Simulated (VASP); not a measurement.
# Al48O73 (a cell with a defect) in VASP: single point with PBEsol

Aim: the single point of Al48O73 (a cell with a defect) with PBEsol.

Program: VASP 6.6.1. These are calculated values, not measurements. Logs are shortened: lines on timing, memory, paths and dates and some standing lists are left out, and cuts for length are marked.

## (1) The cell of the first run

The cell holds a defect, 121 atoms: a = 9.548 Å, b = 9.548 Å, c = 13.014 Å, α = 90.00°, β = 90.00°, γ = 120.00°.

## (2) Single point, PBEsol

INCAR reads:

```
SYSTEM = Al48O73
PREC = Accurate ; ENCUT = 520
EDIFF = 1E-6 ; ISMEAR = -1
SIGMA = 0.05 ; LREAL = Auto
LASPH = .TRUE. ; NELM = 120
ALGO = Normal ; ISIF = 2
LWAVE = .FALSE. ; LCHARG = .TRUE.
GGA = PS ; LELF = .TRUE.
LVHAR = .TRUE. ; NBANDS = 357
ISYM = -1 ; GGA_COMPAT = .FALSE.
```

KPOINTS reads:

```
explicit points
1
Reciprocal
  0.25000000   0.25000000   0.25000000 1
```

POSCAR reads:

```
Al48O73
1.0
    9.5478620000      0.0000000000      0.0000000000
   -4.7739310000      8.2686910000      0.0000000000
    0.0000000000      0.0000000000     13.0135760000
Al O
48 73
Direct
    0.3333840000      0.1656030000      0.1851760000
    0.3324830000      0.6653160000      0.1852410000
    0.8326910000      0.1655790000      0.1854950000
    0.8329540000      0.6657820000      0.1853550000
    0.1663610000      0.3326940000      0.0184870000
    0.1662780000      0.8325480000      0.0194190000
[... 113 lines left out ...]
    0.6673540000      0.9862480000      0.9184230000
    0.4663560000      0.6012820000      0.5451850000
```

Potentials or basis: VASP PAW PBE potentials, release 64 (Al, O).

Command:

```sh
> cat potpaw_PBE.64/Al/POTCAR potpaw_PBE.64/O/POTCAR > POTCAR
> mpirun -np 1 vasp_std > vasp.out
```

OUTCAR:

```text
SYSTEM = Al48O73
   PREC = Accurate
   ENCUT = 520
   EDIFF = 1E-6
   ISMEAR = -1
   LREAL = Auto
   LASPH = .TRUE.
   NELM = 120
   ISIF = 2
   GGA = PS
   ISYM = -1

 ion  position               nearest neighbor table
   1  0.333  0.166  0.185-  61 1.85  49 1.86  59 1.86  53 1.96  89 1.97  65 1.98  41 2.65  23 2.79
                            24 2.80  21 2.80   9 3.22  11 3.22  10 3.23
   2  0.332  0.665  0.185-  60 1.86  50 1.86  62 1.86  66 1.97  90 1.97  54 1.97  42 2.65  22 2.80
                            23 2.80  24 2.80   9 3.22  10 3.23  12 3.23
   3  0.833  0.166  0.185-  57 1.86  63 1.86  51 1.87  67 1.97  55 1.97  91 1.98  43 2.65  23 2.80
                            22 2.80  21 2.80   9 3.21  12 3.22  11 3.23
   4  0.833  0.666  0.185-  58 1.86  64 1.86  52 1.86  56 1.97  68 1.97  92 1.97  44 2.65  22 2.80
                            21 2.80  24 2.80  12 3.21  10 3.22  11 3.23
   5  0.166  0.333  0.018-  54 1.86  91 1.86  65 1.86  81 1.97 105 1.98 117 1.98  45 2.66  43 2.79
                            41 2.80  42 2.80  24 3.22  22 3.23  21 3.23
   6  0.166  0.833  0.019-  92 1.86  66 1.86  53 1.86 106 1.96  82 1.98 118 1.98  46 2.65  42 2.80
                            44 2.80  41 2.80  21 3.22  22 3.22  23 3.23
   7  0.667  0.332  0.019-  89 1.86  56 1.86  67 1.86 119 1.96  83 1.97 107 1.98  47 2.66  43 2.80
                            44 2.80  41 2.80  22 3.22  24 3.22  23 3.23
   8  0.667  0.833  0.019-  55 1.86  90 1.86  68 1.86 120 1.96 108 1.97  84 1.98  48 2.65  43 2.80
                            42 2.80  44 2.80  21 3.22  23 3.22  24 3.23
   9  0.166  0.331  0.313-  57 1.85  61 1.86  50 1.87 101 1.89  77 1.99  73 1.99  13 2.68  17 2.79
[... 35 lines left out ...]
  27  0.501  0.001  0.648-  93 1.85  71 1.87  98 1.88 115 1.97 109 1.99  88 2.00  31 2.68  34 2.78
                            33 2.78  35 2.79  15 3.22  16 3.23  14 3.24
  28  0.498  0.487  0.650-  72 1.86 121 1.87  97 1.87  87 1.90 110 1.96 116 2.05  94 2.22  32 2.65
                            33 2.73  36 2.82  34 2.95  15 3.17  13 3.23
  29  0.999  0.999  0.852-  81 1.86 108 1.86 118 1.86 113 1.96  86 1.97 111 1.98  25 2.66  46 2.79
                            48 2.79  45 2.80  43 3.22  44 3.23  41 3.23
  30  0.999  0.499  0.853- 107 1.86  82 1.86 117 1.86 112 1.96 114 1.97  85 1.98  26 2.67  47 2.79
                            46 2.81  45 2.81  44 3.22  43 3.23  42 3.23
  31  0.500  0.001  0.854-  83 1.85 120 1.86 106 1.87  88 1.89 109 1.99 115 1.99  27 2.68  47 2.79
                            46 2.81  48 2.82  41 3.21  43 3.22  42 3.22
  32  0.502  0.500  0.854- 119 1.86 105 1.86  84 1.86 116 1.93  87 2.00 110 2.01  28 2.65  48 2.79
                            47 2.80  45 2.81  44 3.21  41 3.22  42 3.23
  33  0.330  0.161  0.686- 109 1.84 113 1.86  87 1.88  97 1.94  69 1.96  93 1.98  37 2.66  28 2.73
                            25 2.77  27 2.78  46 3.19  45 3.23  47 3.26
  34  0.332  0.671  0.691- 114 1.82 110 1.87  88 1.87  94 1.91  98 1.97  70 2.03 121 2.56  27 2.78
                            26 2.79  38 2.80  28 2.95  46 3.16  48 3.21  45 3.22
  35  0.834  0.168  0.685-  85 1.86 115 1.86 111 1.87  71 1.94  95 1.98  99 1.99  39 2.66  26 2.79
                            27 2.79  25 2.81  47 3.22  45 3.23  48 3.26
  36  0.834  0.665  0.686- 116 1.85  86 1.86 112 1.86  72 1.96  96 1.98 100 2.00  40 2.67  26 2.79
                            25 2.80  28 2.82  47 3.22  46 3.23  48 3.23
  37  0.332  0.164  0.482- 102 1.86  73 1.86  79 1.87  97 1.94  93 1.98  69 1.99  33 2.66  14 2.79
[... 384 lines left out ...]
  Fermi-wavevector in a.u.,A,eV,Ry     =   1.354574  2.559773 24.964921  1.834870
  Thomas-Fermi vector in A             =   2.481734
   LORBIT       =      0    0 simple, 1 ext, 2 COOP (PROOUT), +10 PAW based schemes
   GGA     = PS    functional components
   LHFCALC =     F    Hartree Fock is set to
   AEXX    =    0.0000 exact exchange contribution
   IVDW    =     0    specifies the selected vdW correction
   LEPSILON=     F    determine dielectric tensor
   LRPA    =     F    only Hartree local field effects (RPA)
 non-spin polarized calculation
  energy-cutoff  :      520.00
  volume of cell :     1027.40
 maximum number of plane-waves:     27659
 NGX is ok and might be reduce to    70
   NGX = 35   NGY = 35   NGZ = 49

 number of electron     581.9999922 magnetization

 Free energy of the ion-electron system (eV)
  ---------------------------------------------------
  ext. energy  EPLUGINS =         0.00000000
  ---------------------------------------------------
  free energy    TOTEN  =      -945.77680896 eV

  energy without entropy =     -945.77680896  energy(sigma->0) =     -945.77680896

 E-fermi :   7.8256     XC(G=0): -11.9487

 val. band max:        6.5559436893   @ k =   0.2500   0.2500   0.2500
 cond. band min:      11.5156461384   @ k =   0.2500   0.2500   0.2500
 fundamental gap:      4.9597024491
 Fermi energy:         7.8256399003

 k-point     1 :       0.2500    0.2500    0.2500
  band No.  band energies     occupation
      1     -15.6835      2.00000
      2     -12.8832      2.00000
      3     -12.6702      2.00000
      4     -12.6336      2.00000
      5     -12.5647      2.00000
      6     -12.4222      2.00000
[... 295 lines left out ...]
    302      15.2192      0.00000
    303      15.2317      0.00000
 [bands above 303 left out]

------------------------ aborting loop because EDIFF is reached ----------------------------------------

  FORCE on cell =-STRESS in cart. coord.  units (eV):
  Direction    XX          YY          ZZ          XY          YZ          ZX
  --------------------------------------------------------------------------------------
  -------------------------------------------------------------------------------------
  Total       10.6476048     15.2717209     10.5655359     -0.2944211      1.6930939     -0.0628838
  in kB       16.6043912     23.8154621     16.4764089     -0.4591345      2.6402927     -0.0980640
  external PRESSURE =      18.9654207 kB  Pullay stress =       0.0000000 kB

 VOLUME and BASIS-vectors are now :
 -----------------------------------------------------------------------------
  energy-cutoff  :      520.00
  volume of cell :     1027.40
      direct lattice vectors                 reciprocal lattice vectors
     9.547862000  0.000000000  0.000000000     0.104735489  0.060469063  0.000000000
    -4.773931000  8.268691000  0.000000000     0.000000000  0.120938127  0.000000000
     0.000000000  0.000000000 13.013576000     0.000000000  0.000000000  0.076842829

 POSITION                                       TOTAL-FORCE (eV/Angst)
 -----------------------------------------------------------------------------------
      2.39253      1.36932      2.40980         0.001403     -0.003196      0.004373
     -0.00167      5.50129      2.41065         0.002152     -0.001929      0.003246
      7.15996      1.36912      2.41395        -0.001401     -0.003883      0.002592
      4.77453      5.50515      2.41213        -0.001571     -0.000751      0.002635
      0.00013      2.75094      0.24058         0.000989     -0.000662     -0.011747
     -2.38693      6.88408      0.25271         0.001815     -0.000580     -0.016424
[... 113 lines left out ...]
      1.66352      8.15498     11.95197         0.009385     -0.000066      0.012057
      1.58222      4.97182      7.09481        -0.004865     -0.194584     -0.185483
 -----------------------------------------------------------------------------------
    total drift:                               -0.018988      0.042182     -0.014510

  FREE ENERGIE OF THE ION-ELECTRON SYSTEM (eV)
  ---------------------------------------------------
  free  energy   TOTEN  =      -945.7768089589 eV

  energy  without entropy=     -945.7768089588  energy(sigma->0) =     -945.77680896
```

OSZICAR:

```text
N       E                     dE             d eps       ncg     rms          rms(c)
DAV:   1     0.325819620263E+04    0.32582E+04   -0.31246E+05   722   0.157E+03
DAV:   2    -0.800675600713E+03   -0.40589E+04   -0.39734E+04   839   0.336E+02
DAV:   3    -0.103006833622E+04   -0.22939E+03   -0.22840E+03   844   0.850E+01
DAV:   4    -0.103299675510E+04   -0.29284E+01   -0.29189E+01   836   0.103E+01
DAV:   5    -0.103305158139E+04   -0.54826E-01   -0.54729E-01   844   0.132E+00    0.574E+01
DAV:   6    -0.946828205301E+03    0.86223E+02   -0.37881E+02   804   0.313E+01    0.211E+01
DAV:   7    -0.946217593007E+03    0.61061E+00   -0.81000E+00   852   0.472E+00    0.115E+01
DAV:   8    -0.945787690157E+03    0.42990E+00   -0.84074E-01   828   0.229E+00    0.320E+00
DAV:   9    -0.945769155901E+03    0.18534E-01   -0.16172E-01   836   0.915E-01    0.925E-01
DAV:  10    -0.945778398767E+03   -0.92429E-02   -0.58765E-02   828   0.459E-01    0.552E-01
DAV:  11    -0.945776453184E+03    0.19456E-02   -0.16009E-02   916   0.310E-01    0.207E-01
DAV:  12    -0.945776835561E+03   -0.38238E-03   -0.26736E-03   820   0.897E-02    0.712E-02
DAV:  13    -0.945776808714E+03    0.26847E-04   -0.49115E-04   836   0.515E-02    0.174E-02
DAV:  14    -0.945776809420E+03   -0.70592E-06   -0.12962E-04   828   0.222E-02    0.157E-02
DAV:  15    -0.945776809393E+03    0.27045E-07   -0.13546E-05   828   0.671E-03    0.566E-03
DAV:  16    -0.945776808959E+03    0.43384E-06   -0.37122E-06   596   0.436E-03
   1 F= -.94577681E+03 E0= -.94577681E+03  d E =-.288799E-10
```

stdout:

```text
POSCAR found type information on POSCAR AlO
 POSCAR found :  2 types and     121 ions
 scaLAPACK will be used
 -----------------------------------------------------------------------------
|                                                                             |
|                                                                             |
|     You enforced a specific xc type in the INCAR file but a different       |
|     I HOPE YOU KNOW WHAT YOU ARE DOING!                                     |
|                                                                             |
 -----------------------------------------------------------------------------

 LDA part: xc-table for (Slater+PW92), standard interpolation
 POSCAR, INCAR and KPOINTS ok, starting setup
 FFT: planning ... GRIDC
 FFT: planning ... GRID_SOFT
 FFT: planning ... GRID
 WAVECAR not read
 entering main loop
```

It took 14 min on 1 thread of Intel Xeon Platinum 8488C (Sapphire Rapids), shared host; peak memory 1.1 GiB.

Results:

```
Free energy            : -945.7768 eV
Pressure               : 1.9 GPa
Largest force          : 0.269 eV/Å
Band gap on the k mesh : 4.96 eV
```

Forces on the atoms (eV/Å):
```
Al   0.001 -0.003  0.004
Al   0.002 -0.002  0.003
Al  -0.001 -0.004  0.003
Al  -0.002 -0.001  0.003
Al   0.001 -0.001 -0.012
Al   0.002 -0.001 -0.016
Al   0.001 -0.004 -0.014
Al  -0.003 -0.001 -0.019
Al  -0.001  0.000  0.014
Al   0.001 -0.004  0.017
Al  -0.001 -0.004  0.018
Al  -0.005  0.006  0.015
Al   0.003  0.003  0.007
Al   0.000 -0.005  0.008
Al   0.001 -0.005  0.011
Al  -0.006 -0.002  0.011
Al  -0.005  0.000  0.012
Al   0.003  0.004  0.010
Al   0.004 -0.001  0.011
Al  -0.006  0.001  0.018
Al  -0.002  0.002  0.004
Al   0.000  0.000  0.005
Al   0.003  0.001  0.003
Al  -0.001  0.006  0.004
Al   0.000  0.005  0.002
Al  -0.003  0.001  0.004
Al   0.010 -0.013  0.008
Al  -0.001  0.007  0.001
Al  -0.002 -0.002 -0.018
Al   0.001  0.003 -0.018
Al   0.004 -0.007 -0.017
Al  -0.003 -0.003 -0.010
Al   0.001  0.005 -0.008
Al   0.012  0.000 -0.001
Al   0.000  0.002 -0.007
Al   0.004  0.003 -0.013
Al   0.002 -0.003  0.012
Al   0.013  0.002  0.012
Al  -0.003 -0.005  0.015
Al   0.004 -0.006  0.023
Al  -0.001 -0.001 -0.013
Al   0.003  0.002 -0.010
Al   0.000 -0.001 -0.009
Al  -0.002 -0.002 -0.011
Al   0.006  0.000 -0.012
Al  -0.002 -0.001 -0.011
Al  -0.001  0.000 -0.015
Al  -0.015 -0.004 -0.024
O   -0.004  0.000 -0.007
O   -0.005  0.004 -0.002
O   -0.005  0.002 -0.006
O   -0.004  0.002 -0.007
O   -0.005  0.008  0.002
O   -0.002  0.005  0.004
O   -0.001  0.007  0.004
O   -0.003  0.005  0.003
O    0.004 -0.008 -0.009
O    0.002 -0.006 -0.008
O    0.001 -0.005 -0.005
O    0.002 -0.007 -0.007
O    0.002  0.007 -0.002
O    0.001  0.008 -0.006
O    0.004  0.002 -0.007
O    0.005  0.005 -0.007
O    0.006 -0.002  0.008
O    0.005  0.000  0.004
O    0.006  0.003  0.002
O    0.007 -0.001  0.004
O    0.002  0.007 -0.002
O    0.012  0.004  0.003
O   -0.002  0.006 -0.005
O   -0.003  0.013 -0.003
O   -0.004  0.008 -0.006
O   -0.011  0.006 -0.012
O   -0.002  0.002 -0.011
O   -0.006  0.001 -0.004
O    0.010  0.004 -0.012
O    0.004  0.003 -0.009
O    0.005  0.001 -0.007
O    0.010 -0.002 -0.001
O    0.002  0.007  0.007
O    0.002  0.005  0.006
O   -0.001  0.008  0.008
O    0.003  0.003  0.006
O    0.000  0.004  0.007
O   -0.001  0.004  0.007
O   -0.001  0.005  0.010
O   -0.002  0.004  0.005
O   -0.004 -0.004  0.004
O   -0.004 -0.003  0.004
O   -0.004 -0.003  0.006
O   -0.004 -0.003  0.005
O   -0.007  0.004 -0.007
O    0.000  0.187  0.181
O   -0.004 -0.002 -0.001
O   -0.006  0.002 -0.002
O   -0.002 -0.006 -0.001
O    0.006 -0.007 -0.013
O    0.002 -0.004 -0.004
O   -0.005 -0.016 -0.002
O   -0.006 -0.003 -0.009
O   -0.004 -0.005 -0.008
O    0.001 -0.004 -0.008
O    0.002 -0.004 -0.009
O   -0.006  0.000  0.007
O   -0.011 -0.002  0.010
O   -0.005 -0.001  0.008
O   -0.003 -0.002  0.007
O    0.003 -0.001  0.007
O    0.004  0.000  0.001
O    0.009  0.003  0.007
O    0.003  0.001  0.007
O   -0.002 -0.002  0.006
O   -0.008 -0.007  0.005
O   -0.005  0.001  0.007
O   -0.005 -0.003  0.000
O    0.001 -0.005  0.007
O    0.003 -0.003  0.007
O    0.004 -0.006  0.010
O    0.009  0.000  0.012
O   -0.005 -0.195 -0.185
```

Caveat: the PAW data sets were made with another functional, which shifts forces and pressure a little.
